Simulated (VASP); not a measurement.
# Mn (P6/mmm) in VASP: further runs, part 2 of 2

VASP 6.6.1.

## Step 4: Relaxation of cell and atoms, PBE, collinear spin, ferromagnetic start, target pressure 95 GPa, at which the enthalpy is minimised

This run uses another cell than the first one, of 8.88 Å³/atom, 0.993 times its volume.

Contents of INCAR:

```
SYSTEM = Mn
PREC = Accurate ; ENCUT = 600
EDIFF = 1E-6 ; ISMEAR = -1
SIGMA = 0.08 ; LREAL = .FALSE.
LASPH = .TRUE. ; NELM = 150
ALGO = Normal ; ISIF = 3
LWAVE = .FALSE. ; LCHARG = .FALSE.
ISPIN = 2 ; MAGMOM = 3
LORBIT = 11 ; LMAXMIX = 4
GGA = PE ; IBRION = 2
NSW = 60 ; EDIFFG = -0.005
PSTRESS = 950.0
```

Contents of KPOINTS:

```
regular mesh
0
G
  19 19 18
  0 0 0
```

Contents of POSCAR:

```
Mn
1.0
    2.2178704756      0.0000000000      0.0000000000
   -1.1089352378      1.9207321742      0.0000000000
    0.0000000000      0.0000000000      2.0847982471
Mn
1
Direct
    0.0000000000      0.0000000000      0.0000000000
```

Launch:

```
$ cat potpaw_PBE.64/Mn_pv/POTCAR > POTCAR
$ mpirun -np 1 vasp_std > vasp.out
```

It took 10 min on 1 thread of Oxide Virtual Turin-like, shared host; peak memory 0.17 GiB.

Results (log left out):

| Quantity | Value |
| --- | --- |
| Free energy | -7.8107 eV |
| Relaxed volume | 8.99 Å³/atom |
| Relaxed cell | a = 2.283 Å, b = 2.283 Å, c = 1.992 Å, α = 90.00°, β = 90.00°, γ = 120.00° |
| Space group after relaxing (to 0.05 Å) | P6/mmm (No. 191) |
| Energy change on relaxing (the enthalpy is what falls) | -171.5 meV/atom |
| Ionic steps | 9 |
| Pressure after relaxing | 95.0 GPa |
| Net moment | 0.00 μB per cell |
| Valence electrons inside the program's atomic spheres | Mn 12.55 |

The path:
```tsv
step	energy change (eV)	largest force (eV/Å)	pressure (GPa)	volume (Å³)
1	0.0000	0.0000	104.08	8.88
2	-0.1665	0.0000	81.35	9.44
3	-0.2480	0.0000	85.95	9.13
4	-0.2452	0.0000	86.17	9.12
5	0.1156	0.0000	127.20	8.59
6	-0.1790	0.0000	94.14	9.00
7	-0.1767	0.0000	94.46	9.00
8	-0.1635	0.0000	95.74	8.98
9	-0.1715	0.0000	95.01	8.99
```

Final structure:
```cif
data_structure
_symmetry_space_group_name_H-M 'P 1'
_symmetry_Int_Tables_number 1
_cell_length_a 2.2828
_cell_length_b 2.2828
_cell_length_c 1.9920
_cell_angle_alpha 90.000
_cell_angle_beta 90.000
_cell_angle_gamma 120.000
_cell_volume 8.99
loop_
_atom_site_label
_atom_site_type_symbol
_atom_site_fract_x
_atom_site_fract_y
_atom_site_fract_z
_atom_site_occupancy
Mn1 Mn 0.00000 0.00000 0.00000 1
```

Levels at points of the mesh, in eV from the Fermi level:
Spin up:
| k point | band 2 | band 3 | band 4 | band 5 | band 6 | band 7 | band 8 | band 9 | band 10 | band 11 |
| --- | --- | --- | --- | --- | --- | --- | --- | --- | --- | --- |
| (0.00, 0.00, 0.00) | -47.77 | -47.34 | -9.37 | -5.35 | -1.80 | -1.80 | 2.55 | 2.55 | 21.10 | 27.01 |
| (0.00, 0.00, 0.50) | -47.49 | -47.49 | -3.93 | -0.94 | -0.94 | -0.76 | -0.76 | -0.48 | 10.80 | 28.04 |
Spin down:
| k point | band 3 | band 4 | band 5 | band 6 | band 7 | band 8 | band 9 | band 10 |
| --- | --- | --- | --- | --- | --- | --- | --- | --- |
| (0.00, 0.00, 0.00) | -47.34 | -9.37 | -5.35 | -1.80 | -1.80 | 2.55 | 2.55 | 21.10 |
| (0.00, 0.00, 0.50) | -47.49 | -3.93 | -0.94 | -0.94 | -0.76 | -0.76 | -0.48 | 10.80 |

Caveat: the starting moments collapsed, and a magnetic state may lie lower; the cell is relaxed towards a set pressure, so the enthalpy falls and the energy may rise.

## Step 5: Relaxation of cell and atoms, PBE, collinear spin, ferromagnetic start, target pressure 95 GPa, at which the enthalpy is minimised

Contents of INCAR:

```
PREC     = Accurate       # precision mode
ENCUT    = 600            # plane-wave cutoff, eV
EDIFF    = 1E-7           # SCF threshold, eV
ISMEAR   = -1             # smearing method
SIGMA    = 0.08           # smearing width, eV
LREAL    = False          # projectors in reciprocal space
LASPH    = True           # aspherical terms in the spheres
NELM     = 150            # most SCF steps
ALGO     = Normal         # electronic algorithm
ISIF     = 3              # what is computed and relaxed
LWAVE    = False          # write WAVECAR
LCHARG   = False          # write CHGCAR
ISPIN    = 2              # spin polarisation
MAGMOM   = 3              # initial moments
LORBIT   = 11             # projections on sites
LMAXMIX  = 4              # l up to which the mixer works
GGA      = PE             # functional
IBRION   = 2              # ionic algorithm
NSW      = 32             # ionic steps
EDIFFG   = -0.005         # ionic threshold
PSTRESS  = 950.0
```

Contents of KPOINTS:

```
Automatic mesh
0
Gamma
  19 19 18
```

Contents of POSCAR:

```
Mn
1.0
    2.2832697240      0.0000000000      0.0000000000
   -1.1416348620      1.9773695847      0.0000000000
    0.0000000000      0.0000000000      1.9813339996
Mn
1
Direct
    0.0000000000      0.0000000000      0.0000000000
```

Launch:

```
$ cat potpaw_PBE.64/Mn_pv/POTCAR > POTCAR
$ mpirun -np 1 vasp_std > vasp.out
```

Run time: 5.7 min. Hardware: 1 thread of Oxide Virtual Turin-like, shared host; peak memory 0.17 GiB.

It converged, with:

```yaml
Free_energy: -7.8101 eV
Relaxed_volume: 8.99 Å³/atom
Relaxed_cell: a = 2.283 Å, b = 2.283 Å, c = 1.992 Å, α = 90.00°, β = 90.00°, γ = 120.00°
Space_group_after_relaxing_to_0.05_Å: P6/mmm (No. 191)
Energy_change_on_relaxing_the_enthalpy_is_what_falls: -27.1 meV/atom
Ionic_steps: 6
Pressure_after_relaxing: 95.0 GPa
Net_moment: 0.00 μB per cell
Valence_electrons_inside_the_program's_atomic_spheres: Mn 12.55
```

The path:
| step | energy change (eV) | largest force (eV/Å) | pressure (GPa) | volume (Å³) |
| --- | --- | --- | --- | --- |
| 1 | 0.0000 | 0.0000 | 98.33 | 8.95 |
| 2 | -0.1323 | 0.0000 | 81.90 | 9.19 |
| 3 | -0.0342 | 0.0000 | 94.25 | 9.00 |
| 4 | -0.0336 | 0.0000 | 94.34 | 9.00 |
| 5 | -0.0137 | 0.0000 | 96.45 | 8.97 |
| 6 | -0.0271 | 0.0000 | 95.03 | 8.99 |

Final structure:
```
CELL_PARAMETERS angstrom
2.28270 0.00000 0.00000
-1.14135 1.97687 0.00000
0.00000 0.00000 1.99203
ATOMIC_POSITIONS crystal
Mn 0.00000 0.00000 0.00000
```

Levels at points of the mesh, in eV from the Fermi level:
Spin up:
```csv
k point,band 3,band 4,band 5,band 6,band 7,band 8,band 9,band 10
"(0.00, 0.00, 0.00)",-47.34,-9.37,-5.35,-1.80,-1.80,2.55,2.55,21.11
"(0.00, 0.00, 0.50)",-47.49,-3.93,-0.94,-0.94,-0.76,-0.76,-0.48,10.80
```
Spin down:
| k point | band 4 | band 5 | band 6 | band 7 | band 8 | band 9 |
| --- | --- | --- | --- | --- | --- | --- |
| (0.00, 0.00, 0.00) | -9.37 | -5.35 | -1.80 | -1.80 | 2.55 | 2.55 |
| (0.00, 0.00, 0.50) | -3.93 | -0.94 | -0.94 | -0.76 | -0.76 | -0.48 |

Caveat: the starting moments collapsed, and a magnetic state may lie lower; the cell is relaxed towards a set pressure, so the enthalpy falls and the energy may rise.
